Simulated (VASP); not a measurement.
A run of VASP 6.6.1:

File INCAR:

```
ALGO = Normal
EDIFF = 1E-6
ENCUT = 520
GGA = PE
ISIF = 2
ISMEAR = 0
LASPH = True
LCHARG = True
LELF = True
LREAL = False
LVHAR = True
LWAVE = False
NBANDS = 14
NELM = 100
PREC = Accurate
SIGMA = 0.01
```

File KPOINTS:

```
k-points
0
Gamma
  6 6 6
```

The input POSCAR:

```
NaI
1.0
    0.0000000000      3.2297205820      3.2297205820
    3.2297205820      0.0000000000      3.2297205820
    3.2297205820      3.2297205820      0.0000000000
Na I
1 1
Direct
    0.0000000000      0.0000000000      0.0000000000
    0.5000000000      0.5000000000      0.5000000000
```

Potentials or basis: VASP PAW PBE potentials, release 64 (Na_pv, I).

Command:

```sh
$ cat potpaw_PBE.64/Na_pv/POTCAR potpaw_PBE.64/I/POTCAR > POTCAR
$ mpirun -np 1 vasp_std > vasp.out
```

Hardware: 1 thread of Intel(R) Xeon(R) Platinum 8259CL CPU @ 2.50GHz (Skylake/Cascade Lake), on a shared host.

**Question.** Estimate the wall time of this run.

**Answer.** Wall time 14 s on 1 thread of Intel(R) Xeon(R) Platinum 8259CL CPU @ 2.50GHz (Skylake/Cascade Lake) (shared host), peak memory 0.2 GiB. Counts: scf iterations 12, k points 16.
